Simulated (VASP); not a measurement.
# ZnS (R3m) in VASP: further runs

ZnS is run at these levels: PBEsol; tasks: single point.

Program: VASP 6.6.1. These are calculated values, not measurements. Logs are shortened: lines on timing, memory, paths and dates and some standing lists are left out, and cuts for length are marked.

## Step 1: The cell of the first run

Symmetry: R3m, No. 160, trigonal system. Conventional cell: a = 3.806 Å, b = 3.806 Å, c = 28.056 Å, α = 90.00°, β = 90.00°, γ = 120.00°. Within 3.1 Å of Zn (site symmetry 3m) lie 4 S at 2.33 to 2.34 Å. Zn (site symmetry 3m) has 4 S at 2.33 Å within 3.1 Å. Zn (site symmetry 3m) has 4 S at 2.33 to 2.34 Å within 3.1 Å. S (site symmetry 3m) has 4 Zn at 2.33 to 2.34 Å within 3.1 Å. S (site symmetry 3m) has 4 Zn at 2.33 to 2.34 Å within 3.1 Å. S (site symmetry 3m) has 4 Zn at 2.33 Å within 3.1 Å.

## Step 2: Single point, PBEsol

Input file INCAR:

```
ALGO = Normal
EDIFF = 1E-6
ENCUT = 520
GGA = PS
ISIF = 2
ISMEAR = 0
LASPH = T
LCHARG = F
LREAL = F
LWAVE = F
NBANDS = 36
NELM = 80
PREC = Accurate
SIGMA = 0.01
```

Input file KPOINTS:

```
k-points
0
Gamma
  2 2 2
```

Input file POSCAR:

```
ZnS
1.0
    1.9030712000      1.0987386700      9.3519478300
   -1.9030712000      1.0987386700      9.3519478300
    0.0000000000     -2.1974773400      9.3519478300
Zn S
3 3
Direct
    0.9999711400      0.9999711400      0.9999711400
    0.2222694100      0.2222694100      0.2222694100
    0.4446134400      0.4446134400      0.4446134400
    0.0832671700      0.0832671700      0.0832671700
    0.5278423000      0.5278423000      0.5278423000
    0.3053625400      0.3053625400      0.3053625400
```

Potentials or basis: VASP PAW PBE potentials, release 64 (Zn, S).

Launch:

```bash
$ cat potpaw_PBE.64/Zn/POTCAR potpaw_PBE.64/S/POTCAR > POTCAR
$ mpirun -np 1 vasp_std > vasp.out
```

OUTCAR:

```text
EDIFF = 1E-6
   ENCUT = 520
   GGA = PS
   ISIF = 2
   ISMEAR = 0
   LASPH = T
   LREAL = F
   NELM = 80
   PREC = Accurate

 ion  position               nearest neighbor table
   1  1.000  1.000  1.000-   6 2.33   6 2.33   6 2.33   4 2.34
   2  0.222  0.222  0.222-   6 2.33   5 2.33   5 2.33   5 2.33
   3  0.445  0.445  0.445-   4 2.33   4 2.33   4 2.33   5 2.34
   4  0.083  0.083  0.083-   3 2.33   3 2.33   3 2.33   1 2.34
   5  0.528  0.528  0.528-   2 2.33   2 2.33   2 2.33   3 2.34
   6  0.305  0.305  0.305-   2 2.33   1 2.33   1 2.33   1 2.33

  LATTYP: Found a trigonal (rhomboedric) cell.
 ALAT       =     9.6066557590
 COS(alpha) =     0.9215133826

  Lattice vectors:

 A1 = (   1.9030712000,   1.0987386700,   9.3519478300)
 A2 = (  -1.9030712000,   1.0987386700,   9.3519478300)
 A3 = (   0.0000000000,  -2.1974773400,   9.3519478300)

Analysis of symmetry for initial positions (statically):
=====================================================================
 Subroutine PRICEL returns:
 Original cell was already a primitive cell.

 Routine SETGRP: Setting up the symmetry group for a
 trigonal (rhombohedral) supercell.

 Subroutine GETGRP returns: Found  6 space group operations
 (whereof  6 operations were pure point group operations)
 out of a pool of 12 trial point group operations.

The static configuration has the point symmetry C_3v.

Analysis of symmetry for dynamics (positions and initial velocities):
=====================================================================
 Subroutine PRICEL returns:
 Original cell was already a primitive cell.

 Routine SETGRP: Setting up the symmetry group for a
 trigonal (rhombohedral) supercell.

 Subroutine GETGRP returns: Found  6 space group operations
 (whereof  6 operations were pure point group operations)
 out of a pool of 12 trial point group operations.

The dynamic configuration has the point symmetry C_3v.

 Subroutine INISYM returns: Found  6 space group operations
 (whereof  6 operations are pure point group operations),
 and found     1 'primitive' translations

----------------------------------------------------------------------------------------

                                     Primitive cell

  volume of cell :     117.3283

  direct lattice vectors                    reciprocal lattice vectors
     1.903071200  1.098738670  9.351947830     0.262733207  0.151689088  0.035643199
    -1.903071200  1.098738670  9.351947830    -0.262733207  0.151689088  0.035643199
     0.000000000 -2.197477340  9.351947830     0.000000000 -0.303378176  0.035643199

  length of vectors
     9.606655759  9.606655759  9.606655759     0.305464818  0.305464818  0.305464818

  position of ions in fractional coordinates (direct lattice)
     0.999971140  0.999971140  0.999971140
     0.222269410  0.222269410  0.222269410
     0.444613440  0.444613440  0.444613440
     0.083267170  0.083267170  0.083267170
     0.527842300  0.527842300  0.527842300
     0.305362540  0.305362540  0.305362540

  ion indices of the primitive-cell ions
   primitive index   ion index
                 1           1
                 2           2
                 3           3
                 4           4
                 5           5
                 6           6

----------------------------------------------------------------------------------------

 KPOINTS: k-points

Automatic generation of k-mesh.
 Grid dimensions read from file:
 generate k-points for:    2    2    2

 Generating k-lattice:

  Cartesian coordinates                     Fractional coordinates (reciprocal lattice)
     0.131366604  0.075844544  0.017821599     0.500000000 -0.000000000  0.000000000
    -0.131366604  0.075844544  0.017821599    -0.000000000  0.500000000  0.000000000
     0.000000000 -0.151689088  0.017821599     0.000000000  0.000000000  0.500000000

  Length of vectors
     0.152732409  0.152732409  0.152732409

  Shift w.r.t. Gamma in fractional coordinates (k-lattice)
     0.000000000  0.000000000  0.000000000

 Subroutine IBZKPT returns following result:
 ===========================================

 Found      4 irreducible k-points:

 Following reciprocal coordinates:
            Coordinates               Weight
  0.000000  0.000000  0.000000      1.000000
  0.500000 -0.000000  0.000000      3.000000
  0.500000  0.500000  0.000000      3.000000
  0.500000  0.500000  0.500000      1.000000
   k-points           NKPTS =      4   k-points in BZ     NKDIM =      4   number of bands    NBANDS=     36
   number of dos      NEDOS =    301   number of ions     NIONS =      6
   total plane-waves  NPLWV = 373248
   dimension x,y,z NGX =    72 NGY =   72 NGZ =   72
   dimension x,y,z NGXF=   144 NGYF=  144 NGZF=  144
   ions per type =               3   3
   NGX,Y,Z   is equivalent  to a cutoff of  12.46, 12.46, 12.46 a.u.
   NGXF,Y,Z  is equivalent  to a cutoff of  24.92, 24.92, 24.92 a.u.
 SYSTEM =  unknown system
   PREC   = accura    normal or accurate (medium, high low for compatibility)
   ISTART =      0    job   : 0-new  1-cont  2-samecut
   ICHARG =      2    charge: 1-file 2-atom 10-const
   ISPIN  =      1    spin polarized calculation?
   LNONCOLLINEAR =      F non collinear calculations
   LSORBIT =      F    spin-orbit coupling
   LASPH  =      T    aspherical Exc in radial PAW
   ENCUT  =  520.0 eV  38.22 Ry    6.18 a.u.  17.86 17.86 17.86*2*pi/ulx,y,z
   NELM   =     80;   NELMIN=  2; NELMDL= -5     # of ELM steps
   EDIFF  = 0.1E-05   stopping-criterion for ELM
   LREAL  =      F    real-space projection
   EDIFFG = 0.1E-04   stopping-criterion for IOM
   NSW    =      0    number of steps for IOM
   IBRION =     -1    ionic relax: 0-MD 1-quasi-New 2-CG
   NFREE  =      0    steps in history (QN), initial steepest desc. (CG)
   ISIF   =      2    stress and relaxation
   ISYM   =      2    0-nonsym 1-usesym 2-fastsym
   POTIM  = 0.5000    time-step for ionic-motion
   TEBEG  =    0.0;   TEEND  =   0.0 temperature during run
   PSTRESS=    0.0 pullay stress
   NELECT =      54.0000    total number of electrons
   NUPDOWN=      -1.0000    fix difference up-down
   EMIN   =  10.00;   EMAX   =-10.00  energy-range for DOS
   EFERMI =   0.00;   METHOD = LEGACY
   ISMEAR =     0;   SIGMA  =   0.01  broadening in eV -4-tet -1-fermi 0-gaus
   EFERMI_NEDOS =   21; number of points for ismear=-14 and -15
   IALGO  =     38    algorithm
   IMIX   =      4    mixing-type and parameters
     AMIX     =   0.40;   BMIX     =  1.00
     AMIX_MAG =   1.60;   BMIX_MAG =  1.00
  volume/ion in A,a.u.               =      19.55       131.96
  Fermi-wavevector in a.u.,A,eV,Ry     =   1.263975  2.388566 21.737115  1.597633
  Thomas-Fermi vector in A             =   2.397304
   LORBIT       =      0    0 simple, 1 ext, 2 COOP (PROOUT), +10 PAW based schemes
   GGA     = PS    functional components
   LHFCALC =     F    Hartree Fock is set to
   AEXX    =    0.0000 exact exchange contribution
   IVDW    =     0    specifies the selected vdW correction
   LEPSILON=     F    determine dielectric tensor
   LRPA    =     F    only Hartree local field effects (RPA)
 non-spin polarized calculation
 Gauss-broadening in eV      SIGMA  =   0.01
  energy-cutoff  :      520.00
  volume of cell :      117.33
 maximum number of plane-waves:      3178
 NGX is ok and might be reduce to    72
   NGX = 35   NGY = 35   NGZ = 35

 number of electron      53.9999979 magnetization

 Free energy of the ion-electron system (eV)
  ---------------------------------------------------
  ext. energy  EPLUGINS =         0.00000000
  ---------------------------------------------------
  free energy    TOTEN  =       -20.82345105 eV

  energy without entropy =      -20.82345105  energy(sigma->0) =      -20.82345105

 E-fermi :   2.3837     XC(G=0):  -9.8220

 val. band max:        2.2819204301   @ k =   0.0000   0.0000   0.0000
 cond. band min:       4.2718432564   @ k =   0.0000   0.0000   0.0000
 fundamental gap:      1.9899228263
 Fermi energy:         2.3836971425

 k-point     1 :       0.0000    0.0000    0.0000
  band No.  band energies     occupation
      1     -10.9529      2.00000
      2     -10.2576      2.00000
      3     -10.2444      2.00000
      4      -4.3259      2.00000
      5      -4.3039      2.00000
      6      -4.3039      2.00000
      7      -4.2391      2.00000
      8      -4.2391      2.00000
      9      -4.2284      2.00000
     10      -4.2284      2.00000
     11      -4.1832      2.00000
     12      -4.1768      2.00000
     13      -3.8621      2.00000
     14      -3.8621      2.00000
     15      -3.8286      2.00000
     16      -3.8286      2.00000
     17      -3.8048      2.00000
     18      -3.8048      2.00000
     19      -1.8043      2.00000
     20      -1.7889      2.00000
     21       1.5699      2.00000
     22       1.5699      2.00000
     23       1.5720      2.00000
     24       1.5720      2.00000
     25       2.1987      2.00000
     26       2.2819      2.00000
     27       2.2819      2.00000
     28       4.2718      0.00000
     29       5.3672      0.00000
     30       5.5226      0.00000
     31       8.3910      0.00000
     32       8.3910      0.00000
     33       8.5598      0.00000
     34       8.9941      0.00000
     35       8.9941      0.00000
     36       9.4288      0.00000

 k-point     2 :       0.5000   -0.0000    0.0000
  band No.  band energies     occupation
      1      -9.9770      2.00000
      2      -9.7256      2.00000
      3      -9.7141      2.00000
      4      -4.3285      2.00000
      5      -4.2728      2.00000
      6      -4.2021      2.00000
      7      -4.1809      2.00000
      8      -4.0490      2.00000
      9      -4.0422      2.00000
     10      -4.0362      2.00000
     11      -4.0027      2.00000
     12      -3.8727      2.00000
     13      -3.8036      2.00000
     14      -3.7821      2.00000
     15      -3.7722      2.00000
     16      -3.6718      2.00000
     17      -3.6424      2.00000
     18      -3.6036      2.00000
     19      -2.9807      2.00000
     20      -2.5164      2.00000
     21      -2.3510      2.00000
     22      -0.4106      2.00000
     23       0.0311      2.00000
     24       0.2692      2.00000
     25       0.2851      2.00000
     26       0.9091      2.00000
     27       1.3670      2.00000
     28       5.3716      0.00000
     29       5.9495      0.00000
     30       6.1123      0.00000
     31       6.9673      0.00000
     32       7.3564      0.00000
     33       8.9829      0.00000
     34       9.1228      0.00000
     35      10.4459      0.00000
     36      11.1428      0.00000

 k-point     3 :       0.5000    0.5000    0.0000
  band No.  band energies     occupation
      1      -9.8922      2.00000
      2      -9.8888      2.00000
      3      -9.6368      2.00000
      4      -4.3335      2.00000
      5      -4.2457      2.00000
      6      -4.1881      2.00000
      7      -4.1605      2.00000
      8      -4.1428      2.00000
      9      -4.0338      2.00000
     10      -3.9930      2.00000
     11      -3.9703      2.00000
     12      -3.9393      2.00000
     13      -3.8020      2.00000
     14      -3.7927      2.00000
     15      -3.7581      2.00000
     16      -3.6581      2.00000
     17      -3.6326      2.00000
     18      -3.6091      2.00000
     19      -2.9512      2.00000
     20      -2.6288      2.00000
     21      -2.1672      2.00000
     22      -0.8082      2.00000
     23      -0.0349      2.00000
     24       0.3102      2.00000
     25       0.9458      2.00000
     26       0.9629      2.00000
     27       0.9703      2.00000
     28       5.3873      0.00000
     29       5.6754      0.00000
     30       6.3460      0.00000
     31       7.0457      0.00000
     32       7.8644      0.00000
     33       8.4943      0.00000
     34       9.9157      0.00000
     35       9.9263      0.00000
     36      10.3140      0.00000

 k-point     4 :       0.5000    0.5000    0.5000
  band No.  band energies     occupation
      1     -10.7446      2.00000
      2     -10.7327      2.00000
      3      -9.9676      2.00000
      4      -4.3361      2.00000
      5      -4.3187      2.00000
      6      -4.2933      2.00000
      7      -4.2933      2.00000
      8      -4.2678      2.00000
      9      -4.2678      2.00000
     10      -4.2101      2.00000
     11      -4.2101      2.00000
     12      -3.8587      2.00000
     13      -3.8587      2.00000
     14      -3.8385      2.00000
     15      -3.8385      2.00000
     16      -3.7984      2.00000
     17      -3.7984      2.00000
     18      -3.6374      2.00000
     19      -3.2350      2.00000
     20       0.4476      2.00000
     21       0.4659      2.00000
     22       1.3610      2.00000
     23       1.3610      2.00000
     24       2.0199      2.00000
     25       2.0199      2.00000
     26       2.0363      2.00000
     27       2.0363      2.00000
     28       5.2132      0.00000
     29       5.3835      0.00000
     30       5.5349      0.00000
     31       8.3407      0.00000
     32       8.4178      0.00000
     33       8.5541      0.00000
     34       8.5541      0.00000
     35       8.7646      0.00000
     36       8.7646      0.00000

------------------------ aborting loop because EDIFF is reached ----------------------------------------

  FORCE on cell =-STRESS in cart. coord.  units (eV):
  Direction    XX          YY          ZZ          XY          YZ          ZX
  --------------------------------------------------------------------------------------
  -------------------------------------------------------------------------------------
  Total        3.1472250      3.1472250     -2.0038353      0.0000000      0.0000000      0.0000000
  in kB       42.9769515     42.9769515    -27.3633859      0.0000000      0.0000000      0.0000000
  external PRESSURE =      19.5301724 kB  Pullay stress =       0.0000000 kB

 VOLUME and BASIS-vectors are now :
 -----------------------------------------------------------------------------
  energy-cutoff  :      520.00
  volume of cell :      117.33
      direct lattice vectors                 reciprocal lattice vectors
     1.903071200  1.098738670  9.351947830     0.262733207  0.151689088  0.035643199
    -1.903071200  1.098738670  9.351947830    -0.262733207  0.151689088  0.035643199
     0.000000000 -2.197477340  9.351947830     0.000000000 -0.303378176  0.035643199

 POSITION                                       TOTAL-FORCE (eV/Angst)
 -----------------------------------------------------------------------------------
      0.00000      0.00000     28.05503         0.000000      0.000000      0.247785
      0.00000      0.00000      6.23596         0.000000      0.000000      0.246881
      0.00000      0.00000     12.47401         0.000000      0.000000      0.232979
      0.00000      0.00000      2.33613         0.000000      0.000000     -0.237193
      0.00000      0.00000     14.80906         0.000000      0.000000     -0.242386
      0.00000      0.00000      8.56720         0.000000      0.000000     -0.248065
 -----------------------------------------------------------------------------------
    total drift:                               -0.000000      0.000000      0.000384

  FREE ENERGIE OF THE ION-ELECTRON SYSTEM (eV)
  ---------------------------------------------------
  free  energy   TOTEN  =       -20.8234510453 eV

  energy  without entropy=      -20.8234510453  energy(sigma->0) =      -20.82345105
```

It took 1.9 min on 1 thread of Intel Xeon Platinum 8375C at 2.90GHz (Ice Lake), shared host; peak memory 0.66 GiB.

What came out:

```yaml
Free_energy: -20.8235 eV
Pressure: 2.0 GPa
Largest_force: 0.248 eV/Å
Band_gap_on_the_k_mesh: 1.99 eV
```

Forces on the atoms (eV/Å):
```
Zn   0.000  0.000  0.248
Zn   0.000  0.000  0.247
Zn   0.000  0.000  0.233
S    0.000  0.000 -0.237
S    0.000  0.000 -0.242
S    0.000  0.000 -0.248
```

Caveat: the k points lie up to 0.96 Å⁻¹ apart; the PAW data sets were made with another functional, which shifts forces and pressure a little.

## Step 3: Single point, PBEsol

Input file INCAR:

```
PREC = Accurate ; ENCUT = 520
EDIFF = 1E-7 ; ISMEAR = 0
SIGMA = 0.01 ; LREAL = False
LASPH = True ; NELM = 100
ALGO = Normal ; ISIF = 2
LWAVE = False ; LCHARG = False
GGA = PS ; NBANDS = 36
```

Input file KPOINTS:

```
Automatic mesh
0
Gamma
  4 4 4
```

POSCAR is that of step 2.

Potentials or basis: VASP PAW PBE potentials, release 64 (Zn, S).

Launch:

```bash
$ cat potpaw_PBE.64/Zn/POTCAR potpaw_PBE.64/S/POTCAR > POTCAR
$ mpirun -np 1 vasp_std > vasp.out
```

It took 5.1 min on 1 thread of Intel Xeon Platinum 8375C at 2.90GHz (Ice Lake), shared host; peak memory 0.68 GiB.

It converged, with:

| Item | Value |
| --- | --- |
| Free energy | -22.6737 eV |
| Pressure | -0.9 GPa |
| Largest force | 0.013 eV/Å |
| Band gap on the k mesh | 2.06 eV |

Forces on the atoms (eV/Å):
```
Zn   0.000  0.000  0.011
Zn   0.000  0.000  0.013
Zn   0.000  0.000  0.002
S    0.000  0.000 -0.009
S    0.000  0.000 -0.013
S    0.000  0.000 -0.004
```

Stress tensor (GPa, compression positive):
```
-0.80  0.00  0.00
 0.00 -0.80  0.00
 0.00  0.00 -1.22
```

Levels at points of the mesh, in eV from the valence-band top:
| k point | band 23 | band 24 | band 25 | band 26 | band 27 | band 28 | band 29 | band 30 | band 31 | band 32 |
| --- | --- | --- | --- | --- | --- | --- | --- | --- | --- | --- |
| (0.00, 0.00, 0.00) | -0.70 | -0.70 | -0.06 | 0.00 | 0.00 | 2.06 | 3.20 | 3.35 | 6.22 | 6.22 |
| (0.50, 0.00, 0.00) | -2.20 | -1.98 | -1.97 | -1.33 | -0.90 | 3.19 | 3.77 | 3.93 | 4.77 | 5.16 |
| (0.50, 0.50, 0.00) | -2.29 | -1.92 | -1.30 | -1.30 | -1.29 | 3.20 | 3.50 | 4.15 | 4.84 | 5.69 |
| (0.50, 0.50, 0.50) | -0.91 | -0.26 | -0.26 | -0.24 | -0.24 | 3.05 | 3.18 | 3.32 | 6.15 | 6.22 |

Caveat: the k points lie up to 0.48 Å⁻¹ apart; the PAW data sets were made with another functional, which shifts forces and pressure a little.

(Continued in part 2 of 2.)
